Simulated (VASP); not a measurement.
## Na2S: single point with PBE+D3(BJ)

The system is Na2S.

```xyz
3
Lattice="0.0000 3.2212 3.2212 3.2212 0.0000 3.2212 3.2212 3.2212 0.0000" Properties=species:S:1:pos:R:3 pbc="T T T"
S     0.0000    0.0000    0.0000
Na    1.6106    1.6106    1.6106
Na    4.8318    4.8318    4.8318
```

```yaml
Program: VASP 6.6.1
Task: single point
Functional: PBE
Dispersion: D3(BJ)
Potentials_or_basis: VASP PAW PBE potentials, release 64 (S, Na_pv)
Cutoff: 500 eV
k_mesh: 6 × 6 × 6
Occupations: gaussian, width 0.02 eV
Spin: no spin polarisation
Dipole_correction: no
Further_INCAR_settings: ALGO = Normal; EDIFF = 1e-06; NBANDS = 17
```

| Property | Result |
| --- | --- |
| Pressure | 0.0 GPa |
| Band gap on the k mesh | 2.64 eV |
| Dispersion energy per atom | -0.247 eV |

Levels at points of the mesh, in eV from the valence-band top:
| k point | band 6 | band 7 | band 8 | band 9 | band 10 | band 11 | band 12 | band 13 | band 14 | band 15 |
| --- | --- | --- | --- | --- | --- | --- | --- | --- | --- | --- |
| (0.00, 0.00, 0.00) | -22.09 | -10.21 | 0.00 | 0.00 | 0.00 | 2.64 | 7.90 | 7.90 | 7.90 | 9.46 |
| (0.50, 0.00, 0.00) | -22.12 | -9.93 | -1.72 | -0.13 | -0.13 | 4.98 | 6.64 | 7.25 | 7.25 | 11.57 |
| (0.50, 0.50, 0.00) | -22.07 | -9.84 | -1.54 | -0.47 | -0.47 | 3.87 | 6.14 | 8.83 | 10.07 | 10.07 |

It took 32 s on 1 thread of Intel Xeon 8259CL, on a shared host, peak memory 0.2 GiB.
